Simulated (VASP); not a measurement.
# TiO (P6_3/mmc) in VASP: further runs

Runs on TiO. Level: PBEsol. Tasks: single point, relaxation of cell and atoms.

Everything below comes from runs of VASP 6.6.1. Logs are shortened: lines on timing, memory, paths and dates and some standing lists are left out, and cuts for length are marked.

**1. The cell of the first run**

The structure is hexagonal, space group P6_3/mmc (No. 194). The conventional cell has a = 2.820 Å, b = 2.820 Å, c = 5.458 Å, α = 90.00°, β = 90.00°, γ = 120.00°. Ti (site symmetry -6m2) has 6 O at 2.12 Å within 2.8 Å. Within 2.8 Å of O (site symmetry -3m) lie 6 Ti at 2.12 Å and 2 O at 2.73 Å.

**2. Single point, PBEsol**

INCAR

```
SYSTEM = TiO
ALGO     = Normal         ! electronic algorithm
EDIFF    = 1E-7           ! SCF threshold, eV
ENCUT    = 520            ! plane-wave cutoff, eV
GGA      = PS             ! functional
ISIF     = 2              ! what is computed and relaxed
ISMEAR   = 0              ! smearing method
LASPH    = .TRUE.         ! aspherical terms in the spheres
LCHARG   = .TRUE.         ! write CHGCAR
LELF     = .TRUE.         ! ELF
LREAL    = .FALSE.        ! projectors in reciprocal space
LVHAR    = .TRUE.       
LWAVE    = .FALSE.        ! write WAVECAR
NBANDS   = 26             ! bands
NELM     = 80             ! most SCF steps
PREC     = Accurate       ! precision mode
SIGMA    = 0.1            ! smearing width, eV
```

KPOINTS

```
k-points
0
G
  12 12 4
  0 0 0
```

POSCAR

```
TiO
1.0
    2.8197155347      0.0000000000      0.0000000000
   -1.4098577674      2.4419452844      0.0000000000
    0.0000000000      0.0000000000      5.4576096234
Ti O
2 2
Direct
    0.3333333333      0.6666666667      0.2500000000
    0.6666666667      0.3333333333      0.7500000000
    0.0000000000      0.0000000000      0.0000000000
    0.0000000000      0.0000000000      0.5000000000
```

Potentials or basis: VASP PAW PBE potentials, release 64 (Ti_sv, O).

The run is started by

```sh
$ cat potpaw_PBE.64/Ti_sv/POTCAR potpaw_PBE.64/O/POTCAR > POTCAR
$ mpirun -np 1 vasp_std > vasp.out
```

OUTCAR:

```text
SYSTEM = TiO
   EDIFF = 1E-7
   ENCUT = 520
   GGA = PS
   ISIF = 2
   ISMEAR = 0
   LASPH = .TRUE.
   LREAL = .FALSE.
   NELM = 80
   PREC = Accurate

 ion  position               nearest neighbor table
   1  0.333  0.667  0.250-   3 2.12   4 2.12   3 2.12   4 2.12   3 2.12   4 2.12
   2  0.667  0.333  0.750-   3 2.12   4 2.12   3 2.12   4 2.12   3 2.12   4 2.12
   3  0.000  0.000  0.000-   1 2.12   2 2.12   1 2.12   2 2.12   2 2.12   1 2.12
   4  0.000  0.000  0.500-   1 2.12   2 2.12   1 2.12   2 2.12   2 2.12   1 2.12

  LATTYP: Found a hexagonal cell.
 ALAT       =     2.8197155347
 C/A-ratio  =     1.9355178053

  Lattice vectors:

 A1 = (   2.8197155347,   0.0000000000,   0.0000000000)
 A2 = (  -1.4098577674,   2.4419452844,   0.0000000000)
 A3 = (   0.0000000000,   0.0000000000,   5.4576096234)

Analysis of symmetry for initial positions (statically):
=====================================================================
 Subroutine PRICEL returns:
 Original cell was already a primitive cell.

 Routine SETGRP: Setting up the symmetry group for a
 hexagonal supercell.

 Subroutine GETGRP returns: Found 24 space group operations
 (whereof 12 operations were pure point group operations)
 out of a pool of 24 trial point group operations.

The static configuration has the point symmetry D_3d.
 The point group associated with its full space group is D_6h.

Analysis of symmetry for dynamics (positions and initial velocities):
=====================================================================
 Subroutine PRICEL returns:
 Original cell was already a primitive cell.

 Routine SETGRP: Setting up the symmetry group for a
 hexagonal supercell.

 Subroutine GETGRP returns: Found 24 space group operations
 (whereof 12 operations were pure point group operations)
 out of a pool of 24 trial point group operations.

The dynamic configuration has the point symmetry D_3d.
 The point group associated with its full space group is D_6h.

 Subroutine INISYM returns: Found 24 space group operations
 (whereof 12 operations are pure point group operations),
 and found     1 'primitive' translations

----------------------------------------------------------------------------------------

                                     Primitive cell

  volume of cell :      37.5789

  direct lattice vectors                    reciprocal lattice vectors
     2.819715535  0.000000000  0.000000000     0.354645704  0.204754793  0.000000000
    -1.409857767  2.441945284  0.000000000     0.000000000  0.409509585  0.000000000
     0.000000000  0.000000000  5.457609623     0.000000000  0.000000000  0.183230401

  length of vectors
     2.819715535  2.819715535  5.457609623     0.409509585  0.409509585  0.183230401

  position of ions in fractional coordinates (direct lattice)
     0.333333333  0.666666667  0.250000000
     0.666666667  0.333333333  0.750000000
     0.000000000  0.000000000  0.000000000
     0.000000000  0.000000000  0.500000000

  ion indices of the primitive-cell ions
   primitive index   ion index
                 1           1
                 2           2
                 3           3
                 4           4

----------------------------------------------------------------------------------------

 KPOINTS: k-points

Automatic generation of k-mesh.
 Grid dimensions read from file:
 generate k-points for:   12   12    4

 Generating k-lattice:

  Cartesian coordinates                     Fractional coordinates (reciprocal lattice)
     0.029553809  0.017062899  0.000000000     0.083333333  0.000000000  0.000000000
     0.000000000  0.034125799  0.000000000     0.000000000  0.083333333  0.000000000
     0.000000000  0.000000000  0.045807600     0.000000000  0.000000000  0.250000000

  Length of vectors
     0.034125799  0.034125799  0.045807600

  Shift w.r.t. Gamma in fractional coordinates (k-lattice)
     0.000000000  0.000000000  0.000000000

 Subroutine IBZKPT returns following result:
 ===========================================

 Found     57 irreducible k-points:

 Following reciprocal coordinates:
            Coordinates               Weight
  0.000000  0.000000  0.000000      1.000000
  0.083333  0.000000  0.000000      6.000000
  0.166667  0.000000  0.000000      6.000000
  0.250000  0.000000  0.000000      6.000000
  0.333333  0.000000  0.000000      6.000000
  0.416667  0.000000  0.000000      6.000000
[... 16 lines left out ...]
  0.250000  0.000000  0.250000     12.000000
  0.333333  0.000000  0.250000     12.000000
 [... further k-points ...]
   k-points           NKPTS =     57   k-points in BZ     NKDIM =     57   number of bands    NBANDS=     26
   number of dos      NEDOS =    301   number of ions     NIONS =      4
   total plane-waves  NPLWV =  24192
   dimension x,y,z NGX =    24 NGY =   24 NGZ =   42
   dimension x,y,z NGXF=    48 NGYF=   48 NGZF=   84
   ions per type =               2   2
[... 34 lines left out ...]
  Fermi-wavevector in a.u.,A,eV,Ry     =   1.613842  3.049720 35.436197  2.604487
  Thomas-Fermi vector in A             =   2.708847
   LORBIT       =      0    0 simple, 1 ext, 2 COOP (PROOUT), +10 PAW based schemes
   GGA     = PS    functional components
   LHFCALC =     F    Hartree Fock is set to
   AEXX    =    0.0000 exact exchange contribution
   IVDW    =     0    specifies the selected vdW correction
   LEPSILON=     F    determine dielectric tensor
   LRPA    =     F    only Hartree local field effects (RPA)
 non-spin polarized calculation
 Gauss-broadening in eV      SIGMA  =   0.10
  energy-cutoff  :      520.00
  volume of cell :       37.58
 maximum number of plane-waves:      1028
 NGX is ok and might be reduce to    24
   NGX = 11   NGY = 11   NGZ = 21

 number of electron      36.0000012 magnetization

 Free energy of the ion-electron system (eV)
  ---------------------------------------------------
  ext. energy  EPLUGINS =         0.00000000
  ---------------------------------------------------
  free energy    TOTEN  =       -37.40222521 eV

  energy without entropy =      -37.39765521  energy(sigma->0) =      -37.39994021

 E-fermi :  11.8780     XC(G=0): -13.2717

 val. band max:       11.8648799529   @ k =   0.5000   0.0000   0.0000
 cond. band min:      11.9144146975   @ k =   0.0000   0.0000   0.0000
 fundamental gap:      0.0495347446
 Fermi energy:        11.8779539233

 k-point     1 :       0.0000    0.0000    0.0000
  band No.  band energies     occupation
      1     -45.7666      2.00000
      2     -45.7094      2.00000
      3     -22.7137      2.00000
      4     -22.1219      2.00000
      5     -21.6928      2.00000
      6     -21.6928      2.00000
[... 18 lines left out ...]
     25      13.7570      0.00000
     26      14.8901      0.00000

 k-point     2 :       0.0833    0.0000    0.0000
  band No.  band energies     occupation
      1     -45.7570      2.00000
      2     -45.7016      2.00000
      3     -22.6887      2.00000
      4     -22.1181      2.00000
      5     -21.7528      2.00000
      6     -21.7323      2.00000
[... 18 lines left out ...]
     25      13.7925      0.00000
     26      14.5785      0.00000

 k-point     3 :       0.1667    0.0000    0.0000
  band No.  band energies     occupation
      1     -45.7305      2.00000
      2     -45.6804      2.00000
      3     -22.6188      2.00000
      4     -22.1089      2.00000
      5     -21.9230      2.00000
      6     -21.8761      2.00000
[... 18 lines left out ...]
     25      13.9945      0.00000
     26      14.6998      0.00000

 k-point     4 :       0.2500    0.0000    0.0000
  band No.  band energies     occupation
      1     -45.6937      2.00000
      2     -45.6517      2.00000
      3     -22.5179      2.00000
      4     -22.1513      2.00000
      5     -22.1004      2.00000
      6     -22.0653      2.00000
[... 18 lines left out ...]
     25      14.1144      0.00000
     26      15.0737      0.00000
[... 496 lines left out ...]
      1     -45.7232      2.00000
      2     -45.6878      2.00000
      3     -22.5518      2.00000
      4     -22.1982      2.00000
      5     -21.9065      2.00000
      6     -21.8755      2.00000
[... 18 lines left out ...]
     25      13.9582      0.00000
     26      14.7702      0.00000

 k-point    23 :       0.2500    0.0000    0.2500
  band No.  band energies     occupation
      1     -45.6875      2.00000
      2     -45.6579      2.00000
      3     -22.4725      2.00000
      4     -22.2209      2.00000
      5     -22.0959      2.00000
      6     -22.0477      2.00000
[... 18 lines left out ...]
     25      14.1814      0.00000
     26      14.9731      0.00000

 k-point    24 :       0.3333    0.0000    0.2500
  band No.  band energies     occupation
      1     -45.6510      2.00000
      2     -45.6284      2.00000
      3     -22.4269      2.00000
      4     -22.3519      2.00000
      5     -22.2396      2.00000
      6     -22.1108      2.00000
[... 18 lines left out ...]
     25      14.4761      0.00000
     26      15.1815      0.00000

 [... further k-points ...]
[... 5 lines left out ...]
  --------------------------------------------------------------------------------------
  -------------------------------------------------------------------------------------
  Total        0.1145805      0.1145805      0.1437446     -0.0000000      0.0000000      0.0000000
  in kB        4.8851447      4.8851447      6.1285610     -0.0000000      0.0000000      0.0000000
  external PRESSURE =       5.2996168 kB  Pullay stress =       0.0000000 kB

 VOLUME and BASIS-vectors are now :
 -----------------------------------------------------------------------------
  energy-cutoff  :      520.00
  volume of cell :       37.58
      direct lattice vectors                 reciprocal lattice vectors
     2.819715535  0.000000000  0.000000000     0.354645704  0.204754793  0.000000000
    -1.409857767  2.441945284  0.000000000     0.000000000  0.409509585  0.000000000
     0.000000000  0.000000000  5.457609623     0.000000000  0.000000000  0.183230401

 POSITION                                       TOTAL-FORCE (eV/Angst)
 -----------------------------------------------------------------------------------
     -0.00000      1.62796      1.36440         0.000000     -0.000000      0.000000
      1.40986      0.81398      4.09321        -0.000000      0.000000      0.000000
      0.00000      0.00000      0.00000         0.000000      0.000000      0.000000
      0.00000      0.00000      2.72880         0.000000      0.000000      0.000000
 -----------------------------------------------------------------------------------
    total drift:                               -0.000000      0.000000     -0.000000

  FREE ENERGIE OF THE ION-ELECTRON SYSTEM (eV)
  ---------------------------------------------------
  free  energy   TOTEN  =       -37.4022252070 eV

  energy  without entropy=      -37.3976552087  energy(sigma->0) =      -37.39994021
```

Run time: 23 s. Hardware: 1 thread of Intel Xeon 6975P-C (Granite Rapids), shared host; peak memory 0.19 GiB.

Results:

```
Free energy            : -37.4022 eV
Pressure               : 0.5 GPa
Band gap on the k mesh : zero (band 18 reaches 11.86 eV, above the bottom of band 19 at 11.57 eV)
```

Caveat: the PAW data sets were made with another functional, which shifts forces and pressure a little; semilocal functionals often make such compounds metallic where correlation or magnetic order opens a gap, which also shifts bond lengths.

**3. Single point, PBEsol**

INCAR

```
SYSTEM = TiO
PREC = Accurate ; ENCUT = 520
EDIFF = 1E-6 ; ISMEAR = 0
SIGMA = 0.15 ; LREAL = .FALSE.
LASPH = .TRUE. ; NELM = 100
ALGO = Normal ; ISIF = 2
LWAVE = .FALSE. ; LCHARG = .FALSE.
GGA = PS ; NBANDS = 26
```

KPOINTS

```
Automatic mesh
0
G
  12 12 6
  0 0 0
```

POSCAR

```
TiO
1.0
    2.8187689750      0.0000000000      0.0000000000
   -1.4093844875      2.4411255397      0.0000000000
    0.0000000000      0.0000000000      5.4562749489
Ti O
2 2
Direct
    0.3333333333      0.6666666667      0.2500000000
    0.6666666667      0.3333333333      0.7500000000
    0.0000000000      0.0000000000      0.0000000000
    0.0000000000      0.0000000000      0.5000000000
```

Potentials or basis: VASP PAW PBE potentials, release 64 (Ti_sv, O).

The run is started by

```sh
$ cat potpaw_PBE.64/Ti_sv/POTCAR potpaw_PBE.64/O/POTCAR > POTCAR
$ mpirun -np 1 vasp_std > vasp.out
```

Run time: 27 s. Hardware: 1 thread of Intel Xeon 6975P-C (Granite Rapids), shared host; peak memory 0.19 GiB.

The run converged. Its results:

- Free energy: -37.4045 eV
- Pressure: 0.8 GPa
- Band gap on the k mesh: zero (band 18 reaches 11.88 eV, above the bottom of band 19 at 11.58 eV)

Levels at points of the mesh, in eV from the Fermi level:
```tsv
k point	band 15	band 16	band 17	band 18	band 19	band 20	band 21	band 22
(0.00, 0.00, 0.00)	-5.67	-5.48	-2.16	-0.31	-0.31	0.04	0.72	0.72
(0.50, 0.00, 0.00)	-6.06	-5.80	-3.00	-0.01	0.68	1.45	2.11	2.37
(0.00, 0.00, 0.50)	-5.97	-5.97	-0.63	-0.63	0.61	0.61	0.61	0.61
(0.50, 0.00, 0.50)	-6.50	-6.50	-1.48	-1.48	1.92	1.92	2.18	2.18
```

Caveat: the PAW data sets were made with another functional, which shifts forces and pressure a little; semilocal functionals often make such compounds metallic where correlation or magnetic order opens a gap, which also shifts bond lengths.

**4. Single point, PBEsol**

INCAR

```
SYSTEM = TiO
PREC     = Accurate       ! precision mode
ENCUT    = 520            ! plane-wave cutoff, eV
EDIFF    = 1E-7           ! SCF threshold, eV
ISMEAR   = 0              ! smearing method
SIGMA    = 0.1            ! smearing width, eV
LREAL    = .FALSE.        ! projectors in reciprocal space
LASPH    = .TRUE.         ! aspherical terms in the spheres
NELM     = 80             ! most SCF steps
ALGO     = Normal         ! electronic algorithm
ISIF     = 2              ! what is computed and relaxed
LWAVE    = .FALSE.        ! write WAVECAR
LCHARG   = .FALSE.        ! write CHGCAR
GGA      = PS             ! functional
NBANDS   = 26             ! bands
```

KPOINTS

```
Automatic mesh
0
G
  18 18 8
  0 0 0
```

POSCAR is that of step 3.

The run is started by

```sh
$ cat potpaw_PBE.64/Ti_sv/POTCAR potpaw_PBE.64/O/POTCAR > POTCAR
$ mpirun -np 1 vasp_std > vasp.out
```

Wall time 63 s (1 thread of Intel Xeon 6975P-C (Granite Rapids), shared host); peak memory 0.27 GiB.

Results (log left out):

* Free energy: -37.4021 eV
* Pressure: 0.8 GPa
* Band gap on the k mesh: zero (band 18 reaches 11.88 eV, above the bottom of band 19 at 11.58 eV)

Stress tensor (GPa, compression positive):
```
0.72 0.00 0.00
0.00 0.72 0.00
0.00 0.00 0.87
```

Levels at points of the mesh, in eV from the Fermi level:
| k point | band 14 | band 15 | band 16 | band 17 | band 18 | band 19 | band 20 | band 21 | band 22 | band 23 |
| --- | --- | --- | --- | --- | --- | --- | --- | --- | --- | --- |
| (0.00, 0.00, 0.00) | -5.65 | -5.65 | -5.46 | -2.14 | -0.29 | -0.29 | 0.06 | 0.74 | 0.74 | 1.37 |
| (0.50, 0.00, 0.00) | -7.07 | -6.04 | -5.78 | -2.98 | 0.01 | 0.71 | 1.47 | 2.13 | 2.39 | 2.74 |
| (0.00, 0.00, 0.50) | -5.95 | -5.95 | -5.95 | -0.61 | -0.61 | 0.63 | 0.63 | 0.63 | 0.63 | 2.01 |
| (0.50, 0.00, 0.50) | -7.63 | -6.48 | -6.48 | -1.45 | -1.45 | 1.94 | 1.94 | 2.20 | 2.20 | 2.38 |

Caveat: the PAW data sets were made with another functional, which shifts forces and pressure a little; semilocal functionals often make such compounds metallic where correlation or magnetic order opens a gap, which also shifts bond lengths.

**5. Relaxation of cell and atoms, PBEsol**

INCAR

```
PREC = Accurate
ENCUT = 600
EDIFF = 1E-6
ISMEAR = 0
SIGMA = 0.1
LREAL = False
LASPH = True
NELM = 80
ALGO = Normal
ISIF = 3
LWAVE = False
LCHARG = False
GGA = PS
IBRION = 2
NSW = 100
EDIFFG = -0.005
```

KPOINTS

```
regular mesh
0
Gamma
  18 18 8
```

POSCAR

```
TiO
1.0
    2.8197155347      0.0000000000      0.0000000000
   -1.4098577674      2.4419452844      0.0000000000
    0.0000000000      0.0000000000      5.4576096234
Ti O
2 2
Direct
    0.3333333333      0.6666666667      0.2500000000
    0.6666666667      0.3333333333      0.7500000000
    0.0000000000      0.0000000000      0.0000000000
    0.0000000000      0.0000000000      0.5000000000
```

The run is started by

```sh
$ cat potpaw_PBE.64/Ti_sv/POTCAR potpaw_PBE.64/O/POTCAR > POTCAR
$ mpirun -np 1 vasp_std > vasp.out
```

Run time: 2.3 min. Hardware: 1 thread of Intel Xeon 6975P-C (Granite Rapids), shared host; peak memory 0.3 GiB.

Results (log left out):

* Free energy: -37.4066 eV
* Relaxed volume: 9.41 Å³/atom
* Relaxed cell: a = 2.821 Å, b = 2.821 Å, c = 5.461 Å, α = 90.00°, β = 90.00°, γ = 120.00°
* Space group after relaxing (to 0.05 Å): P6_3/mmc (No. 194)
* Energy gained by relaxing: 0.0 meV/atom
* Ionic steps: 3
* Pressure after relaxing: 0.0 GPa
* Band gap on the k mesh: zero (band 18 reaches 11.84 eV, above the bottom of band 19 at 11.55 eV)

Stress tensor (GPa, compression positive):
```
-0.06  0.00  0.00
 0.00 -0.06  0.00
 0.00  0.00  0.03
```

Final structure:
```
CELL_PARAMETERS angstrom
2.82094 0.00000 0.00000
-1.41047 2.44300 0.00000
0.00000 0.00000 5.46138
ATOMIC_POSITIONS crystal
Ti 0.33333 0.66667 0.25000
Ti 0.66667 0.33333 0.75000
O 0.00000 0.00000 0.00000
O 0.00000 0.00000 0.50000
```

Levels at points of the mesh, in eV from the Fermi level:
```tsv
k point	band 16	band 17	band 18	band 19	band 20	band 21
(0.00, 0.00, 0.00)	-5.45	-2.13	-0.28	-0.28	0.06	0.74
(0.50, 0.00, 0.00)	-5.77	-2.97	0.01	0.70	1.46	2.12
(0.00, 0.00, 0.50)	-5.94	-0.61	-0.61	0.63	0.63	0.63
(0.50, 0.00, 0.50)	-6.47	-1.45	-1.45	1.93	1.93	2.20
```

Caveat: the PAW data sets were made with another functional, which shifts forces and pressure a little; semilocal functionals often make such compounds metallic where correlation or magnetic order opens a gap, which also shifts bond lengths.

**6. Summary**

```tsv
task	cell	k mesh	cutoff (eV)	smearing	gap on the mesh (eV)	pressure (GPa)
single point	a = 2.820, b = 2.820, c = 5.458 Å, angles 90.0, 90.0, 120.0°, 4 atoms	12 × 12 × 4	520	gaussian 0.1 eV	none	0.5
single point	a = 2.819, b = 2.819, c = 5.456 Å, angles 90.0, 90.0, 120.0°, 4 atoms	12 × 12 × 6	520	gaussian 0.15 eV	none	0.8
single point	a = 2.819, b = 2.819, c = 5.456 Å, angles 90.0, 90.0, 120.0°, 4 atoms	18 × 18 × 8	520	gaussian 0.1 eV	none	0.8
relaxation of cell and atoms	relaxed from a = 2.820, b = 2.820, c = 5.458 Å, angles 90.0, 90.0, 120.0°, 4 atoms	18 × 18 × 8	600	gaussian 0.1 eV	none	0.0
```

Alike in all rows: level PBEsol; potentials or basis VASP PAW PBE potentials, release 64 (Ti_sv, O); no spin polarisation.

Every run on the cell as given and a fine mesh finds a metal.

Caveats: the PAW data sets were made with another functional, which shifts forces and pressure a little; semilocal functionals often make such compounds metallic where correlation or magnetic order opens a gap, which also shifts bond lengths.

Total energies depend on the potentials used, so only differences within one code and one set of settings carry meaning.
